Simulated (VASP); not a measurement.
# Zr2NbP3 (P6/mmm) in VASP: a series of runs

The runs below take Zr2NbP3 through single point, relaxation of cell and atoms, with PBE.

Everything below comes from runs of VASP 6.6.1. Logs are shortened: lines on timing, memory, paths and dates and some standing lists are left out, and cuts for length are marked.

## (1) The cell of the first run

It takes space group P6/mmm (No. 191, hexagonal). Conventional cell: a = 6.068 Å, b = 6.068 Å, c = 3.331 Å, α = 90.00°, β = 90.00°, γ = 120.00°. Within 3.2 Å of Zr (site symmetry -6m2) lie 6 P at 2.42 Å. Nb (site symmetry 6/mmm) has 2 Nb at 3.33 Å and 12 P at 3.46 Å and 6 Zr at 3.50 Å within 4.4 Å. Within 3.2 Å of P (site symmetry mmm) lie 4 Zr at 2.42 Å and 4 P at 3.03 Å.

## (2) Single point, PBE

Input file INCAR:

```
SYSTEM = Zr2NbP3
  ALGO = Normal
  EDIFF = 1E-6
  ENCUT = 520
  GGA = PE
  ISIF = 2
  ISMEAR = 0
  LASPH = .True.
  LCHARG = .False.
  LREAL = .False.
  LWAVE = .False.
  NBANDS = 35
  NELM = 80
  PREC = Accurate
  SIGMA = 0.1
```

Input file KPOINTS:

```
k-points
0
Gamma
  3 3 6
  0 0 0
```

Input file POSCAR:

```
Zr2NbP3
1.0
    6.0683726000      0.0000000000      0.0000000000
   -3.0341863000      5.2553648300      0.0000000000
    0.0000000000      0.0000000000      3.3312432600
Zr Nb P
2 1 3
Direct
    0.3333333300      0.6666666700      0.0000000000
    0.6666666700      0.3333333300      0.0000000000
    0.0000000000      0.0000000000      0.0000000000
    0.5000000000      0.0000000000      0.5000000000
    0.5000000000      0.5000000000      0.5000000000
    0.0000000000      0.5000000000      0.5000000000
```

Potentials or basis: VASP PAW PBE potentials, release 64 (Zr_sv, Nb_sv, P).

Run with:

```
$ cat potpaw_PBE.64/Zr_sv/POTCAR potpaw_PBE.64/Nb_sv/POTCAR potpaw_PBE.64/P/POTCAR > POTCAR
$ mpirun -np 1 vasp_std > vasp.out
```

OUTCAR:

```text
SYSTEM = Zr2NbP3
   EDIFF = 1E-6
   ENCUT = 520
   GGA = PE
   ISIF = 2
   ISMEAR = 0
   LASPH = .True.
   LREAL = .False.
   NELM = 80
   PREC = Accurate

 ion  position               nearest neighbor table
   1  0.333  0.667  0.000-   4 2.42   4 2.42   6 2.42   6 2.42   5 2.42   5 2.42   2 3.50   2 3.50
                             2 3.50
   2  0.667  0.333  0.000-   4 2.42   4 2.42   6 2.42   6 2.42   5 2.42   5 2.42   1 3.50   1 3.50
                             1 3.50
   3  0.000  0.000  0.000-
   4  0.500  0.000  0.500-   1 2.42   2 2.42   1 2.42   2 2.42
   5  0.500  0.500  0.500-   1 2.42   2 2.42   1 2.42   2 2.42
   6  0.000  0.500  0.500-   1 2.42   2 2.42   1 2.42   2 2.42

  LATTYP: Found a hexagonal cell.
 ALAT       =     6.0683726000
 C/A-ratio  =     0.5489516679

  Lattice vectors:

 A1 = (   6.0683726000,   0.0000000000,   0.0000000000)
 A2 = (  -3.0341863000,   5.2553648300,   0.0000000000)
 A3 = (   0.0000000000,   0.0000000000,   3.3312432600)

Analysis of symmetry for initial positions (statically):
=====================================================================
 Subroutine PRICEL returns:
 Original cell was already a primitive cell.

 Routine SETGRP: Setting up the symmetry group for a
 hexagonal supercell.

 Subroutine GETGRP returns: Found 24 space group operations
 (whereof 24 operations were pure point group operations)
 out of a pool of 24 trial point group operations.

The static configuration has the point symmetry D_6h.

Analysis of symmetry for dynamics (positions and initial velocities):
=====================================================================
 Subroutine PRICEL returns:
 Original cell was already a primitive cell.

 Routine SETGRP: Setting up the symmetry group for a
 hexagonal supercell.

 Subroutine GETGRP returns: Found 24 space group operations
 (whereof 24 operations were pure point group operations)
 out of a pool of 24 trial point group operations.

The dynamic configuration has the point symmetry D_6h.

 Subroutine INISYM returns: Found 24 space group operations
 (whereof 24 operations are pure point group operations),
 and found     1 'primitive' translations

----------------------------------------------------------------------------------------

                                     Primitive cell

[... 85 lines left out ...]
   EDIFF  = 0.1E-05   stopping-criterion for ELM
   LREAL  =      F    real-space projection
   EDIFFG = 0.1E-04   stopping-criterion for IOM
   NSW    =      0    number of steps for IOM
   IBRION =     -1    ionic relax: 0-MD 1-quasi-New 2-CG
   NFREE  =      0    steps in history (QN), initial steepest desc. (CG)
   ISIF   =      2    stress and relaxation
   ISYM   =      2    0-nonsym 1-usesym 2-fastsym
   POTIM  = 0.5000    time-step for ionic-motion
   TEBEG  =    0.0;   TEEND  =   0.0 temperature during run
   PSTRESS=    0.0 pullay stress
   NELECT =      52.0000    total number of electrons
   NUPDOWN=      -1.0000    fix difference up-down
   EMIN   =  10.00;   EMAX   =-10.00  energy-range for DOS
   EFERMI =   0.00;   METHOD = LEGACY
   ISMEAR =     0;   SIGMA  =   0.10  broadening in eV -4-tet -1-fermi 0-gaus
   EFERMI_NEDOS =   21; number of points for ismear=-14 and -15
   IALGO  =     38    algorithm
   IMIX   =      4    mixing-type and parameters
     AMIX     =   0.40;   BMIX     =  1.00
     AMIX_MAG =   1.60;   BMIX_MAG =  1.00
  volume/ion in A,a.u.               =      17.71       119.49
  Fermi-wavevector in a.u.,A,eV,Ry     =   1.290176  2.438078 22.647616  1.664553
  Thomas-Fermi vector in A             =   2.422023
   LORBIT       =      0    0 simple, 1 ext, 2 COOP (PROOUT), +10 PAW based schemes
   GGA     = PE    functional components
   LHFCALC =     F    Hartree Fock is set to
   AEXX    =    0.0000 exact exchange contribution
   IVDW    =     0    specifies the selected vdW correction
   LEPSILON=     F    determine dielectric tensor
   LRPA    =     F    only Hartree local field effects (RPA)
 non-spin polarized calculation
 Gauss-broadening in eV      SIGMA  =   0.10
  energy-cutoff  :      520.00
  volume of cell :      106.24
 maximum number of plane-waves:      2871
 NGX is ok and might be reduce to    48
   NGX = 23   NGY = 23   NGZ = 13

 number of electron      51.9999999 magnetization

 Free energy of the ion-electron system (eV)
  ---------------------------------------------------
  ext. energy  EPLUGINS =         0.00000000
  ---------------------------------------------------
  free energy    TOTEN  =       -43.25893372 eV

  energy without entropy =      -43.21255968  energy(sigma->0) =      -43.23574670

 E-fermi :   9.7564     XC(G=0): -11.3650

 val. band max:        9.7361054401   @ k =   0.3333  -0.0000   0.0000
 cond. band min:       9.7690847742   @ k =   0.3333  -0.0000   0.0000
 fundamental gap:      0.0329793341
 Fermi energy:         9.7564114244

 k-point     1 :       0.0000    0.0000    0.0000
  band No.  band energies     occupation
      1     -45.7835      2.00000
      2     -38.5343      2.00000
      3     -38.5002      2.00000
      4     -21.8244      2.00000
      5     -21.8244      2.00000
      6     -21.6151      2.00000
[... 445 lines left out ...]
     34      13.5078      0.00000
     35      13.8104      0.00000

------------------------ aborting loop because EDIFF is reached ----------------------------------------

  FORCE on cell =-STRESS in cart. coord.  units (eV):
  Direction    XX          YY          ZZ          XY          YZ          ZX
  --------------------------------------------------------------------------------------
  -------------------------------------------------------------------------------------
  Total        9.2187702      9.2187702     22.9052817      0.0000000     -0.0000000      0.0000000
  in kB      139.0279493    139.0279492    345.4337461      0.0000000     -0.0000000      0.0000000
  external PRESSURE =     207.8298815 kB  Pullay stress =       0.0000000 kB

 VOLUME and BASIS-vectors are now :
 -----------------------------------------------------------------------------
  energy-cutoff  :      520.00
  volume of cell :      106.24
      direct lattice vectors                 reciprocal lattice vectors
     6.068372600  0.000000000  0.000000000     0.164788827  0.095140873  0.000000000
    -3.034186300  5.255364830  0.000000000     0.000000000  0.190281747  0.000000000
     0.000000000  0.000000000  3.331243260     0.000000000  0.000000000  0.300188225

 POSITION                                       TOTAL-FORCE (eV/Angst)
 -----------------------------------------------------------------------------------
     -0.00000      3.50358      0.00000        -0.000000      0.000000     -0.000000
      3.03419      1.75179      0.00000         0.000000      0.000000      0.000000
      0.00000      0.00000      0.00000        -0.000000      0.000000     -0.000000
      3.03419      0.00000      1.66562        -0.000000      0.000000     -0.000000
      1.51709      2.62768      1.66562        -0.000000      0.000000     -0.000000
     -1.51709      2.62768      1.66562        -0.000000      0.000000     -0.000000
 -----------------------------------------------------------------------------------
    total drift:                               -0.000000      0.000000     -0.000000

  FREE ENERGIE OF THE ION-ELECTRON SYSTEM (eV)
  ---------------------------------------------------
  free  energy   TOTEN  =       -43.2589337237 eV

  energy  without entropy=      -43.2125596755  energy(sigma->0) =      -43.23574670
```

stdout:

```text
POSCAR found type information on POSCAR ZrNbP
 POSCAR found :  3 types and       6 ions
 scaLAPACK will be used
 LDA part: xc-table for (Slater+PW92), standard interpolation
 POSCAR, INCAR and KPOINTS ok, starting setup
 FFT: planning ... GRIDC
 FFT: planning ... GRID_SOFT
 FFT: planning ... GRID
 WAVECAR not read
 entering main loop
```

Run time: 58 s. Hardware: 1 thread of Intel Xeon Platinum 8259CL at 2.50GHz (Skylake/Cascade Lake), shared host; peak memory 0.25 GiB.

What came out:

| Property | Result |
| --- | --- |
| Free energy | -43.2589 eV |
| Pressure | 20.8 GPa |
| Band gap on the k mesh | zero (band 26 reaches 9.96 eV, above the bottom of band 27 at 9.31 eV) |

Caveat: the k points lie up to 0.40 Å⁻¹ apart.

## (3) Relaxation of cell and atoms, PBE

This run uses another cell than the first one, of 19.37 Å³/atom, 1.094 times its volume.

Input file INCAR:

```
PREC = Accurate
ENCUT = 600
EDIFF = 1E-7
ISMEAR = 0
SIGMA = 0.1
LREAL = False
LASPH = True
NELM = 100
ALGO = Normal
ISIF = 3
LWAVE = False
LCHARG = False
GGA = PE
IBRION = 2
NSW = 100
EDIFFG = -0.01
```

Input file KPOINTS:

```
Automatic mesh
0
Gamma
  9 9 10
```

Input file POSCAR:

```
Zr2NbP3
1.0
    5.9754662608      0.0000000000      0.0000000000
   -2.9877331304      5.1749055813      0.0000000000
    0.0000000000      0.0000000000      3.7585590694
Zr Nb P
2 1 3
Direct
    0.3333333333      0.6666666667      0.0000000000
    0.6666666667      0.3333333333      0.0000000000
    0.0000000000      0.0000000000      0.0000000000
    0.5000000000      0.0000000000      0.5000000000
    0.5000000000      0.5000000000      0.5000000000
    0.0000000000      0.5000000000      0.5000000000
```

Potentials or basis: VASP PAW PBE potentials, release 64 (Zr_sv, Nb_sv, P).

Run with:

```
$ cat potpaw_PBE.64/Zr_sv/POTCAR potpaw_PBE.64/Nb_sv/POTCAR potpaw_PBE.64/P/POTCAR > POTCAR
$ mpirun -np 1 vasp_std > vasp.out
```

It took 23 min on 1 thread of Intel Xeon Platinum 8488C (Sapphire Rapids), shared host; peak memory 0.47 GiB.

It converged, with:

| Property | Result |
| --- | --- |
| Free energy | -44.4891 eV |
| Relaxed volume | 19.54 Å³/atom |
| Relaxed cell | a = 6.035 Å, b = 6.035 Å, c = 3.717 Å, α = 90.00°, β = 90.00°, γ = 120.00° |
| Space group after relaxing (to 0.05 Å) | P6/mmm (No. 191) |
| Energy gained by relaxing | 0.9 meV/atom |
| Ionic steps | 7 |
| Pressure after relaxing | 0.0 GPa |
| Band gap on the k mesh | zero (band 26 reaches 8.97 eV, above the bottom of band 27 at 8.13 eV) |

The path:
| step | energy change (eV) | largest force (eV/Å) | pressure (GPa) | volume (Å³) |
| --- | --- | --- | --- | --- |
| 1 | 0.0000 | 0.0000 | 0.10 | 116.22 |
| 2 | -0.0025 | 0.0000 | 0.14 | 116.42 |
| 3 | -0.0045 | 0.0000 | 0.19 | 116.67 |
| 4 | -0.0048 | 0.0000 | 0.31 | 117.15 |
| 5 | -0.0053 | 0.0000 | 0.25 | 116.94 |
| 6 | -0.0046 | 0.0000 | -0.52 | 117.83 |
| 7 | -0.0055 | 0.0000 | 0.00 | 117.23 |

Final structure:
```yaml
crystal:
  lattice:
    - [6.03478, 0.00000, 0.00000]
    - [-3.01739, 5.22627, 0.00000]
    - [0.00000, 0.00000, 3.71690]
  atoms:
    - { symbol: Zr, position: [0.33333, 0.66667, 0.00000] }
    - { symbol: Zr, position: [0.66667, 0.33333, 0.00000] }
    - { symbol: Nb, position: [0.00000, 0.00000, 0.00000] }
    - { symbol: P, position: [0.50000, 0.00000, 0.50000] }
    - { symbol: P, position: [0.50000, 0.50000, 0.50000] }
    - { symbol: P, position: [0.00000, 0.50000, 0.50000] }
```

Levels at points of the mesh, in eV from the Fermi level:
```csv
k point,band 24,band 25,band 26,band 27,band 28,band 29
"(0.00, 0.00, 0.00)",-0.22,-0.22,0.03,0.03,0.38,0.38
"(0.00, 0.00, 0.50)",-0.50,-0.50,0.16,0.16,0.75,1.73
```
